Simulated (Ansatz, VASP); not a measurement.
Given: the input of a run of Ansatz 0.2.0 on InP.

input.yaml

```yaml
crystal:
  lattice:
    - [0.0, 2.768834, 2.768834]
    - [2.768834, 0.0, 2.768834]
    - [2.768834, 2.768834, 0.0]
  atoms:
    - { symbol: In, position: [0.0, 0.0, 0.0] }
    - { symbol: P, position: [0.5, 0.5, 0.5] }
hamiltonian:
  xc: blyp
  pseudopotentials: { kind: paw }
  dispersion: d3bj
kpoints:
  mp_grid: { grid: [8, 8, 8] }
scf:
  occupations: { method: fermi_dirac, width: 0.05 }
output:
  forces: true
  stress: true
  eigenvalues: true
relax:
  f_tol: 0.01
  max_steps: 40
  cell: { stress_tol: 0.05 }
```

Potentials or basis: Ansatz PAW.

The run is started by

```bash
$ ansatz run input.yaml --threads 2 --pin off --max-ram 5632MiB --backend cpu --events-out ev --progress --plain --runs-dir out
```

Task: Translate it to VASP 6.6.1. Potentials there: VASP PAW PBE potentials, release 64 (In_d, P).

Result: As run (the cutoff follows the program's own potentials):

INCAR

```
SYSTEM = InP
AGGAC = 1.0 ; AGGAX = 1.0
ALDAC = 0.0 ; ALDAX = 1.0
ALGO = Normal ; EDIFF = 1E-6
EDIFFG = -0.01 ; ENCUT = 600
GGA = B5 ; IBRION = 2
ISIF = 3 ; ISMEAR = -1
IVDW = 12 ; LASPH = .True.
LCHARG = .False. ; LREAL = .False.
LWAVE = .False. ; NELM = 60
NSW = 60 ; PREC = Accurate
SIGMA = 0.05 ; VDW_A1 = 0.4298
VDW_A2 = 4.2359 ; VDW_S6 = 1.0
VDW_S8 = 2.6996
```

Contents of KPOINTS:

```
k-points
0
Gamma
  8 8 8
  0 0 0
```

The input POSCAR:

```
InP
1.0
    0.0000000000      2.7688340000      2.7688340000
    2.7688340000      0.0000000000      2.7688340000
    2.7688340000      2.7688340000      0.0000000000
In P
1 1
Direct
    0.0000000000      0.0000000000      0.0000000000
    0.5000000000      0.5000000000      0.5000000000
```

Potentials or basis: VASP PAW PBE potentials, release 64 (In_d, P).

Run with:

```sh
$ cat potpaw_PBE.64/In_d/POTCAR potpaw_PBE.64/P/POTCAR > POTCAR
$ mpirun -np 1 vasp_std > vasp.out
```

Both were run:

|  | VASP | Ansatz | Ansatz less VASP |
| --- | --- | --- | --- |
| gap on the k mesh at the Fermi level, each at its own relaxed structure (eV) | none | none | - |
| relaxed volume (Å³/atom) | 20.83 | 20.81 | -0.025 |
| relaxed cell length with the largest relative difference (Å) | 3.891 | 3.890 | -0.0016 |

VASP's potentials were made for PBE, not for BLYP. A gap of «none» marks a metal or a gap that the smearing closes.

Noted on Ansatz's run: the plane-wave basis is chosen anew once the cell has moved, so the energies of steps on either side of that aren't comparable.
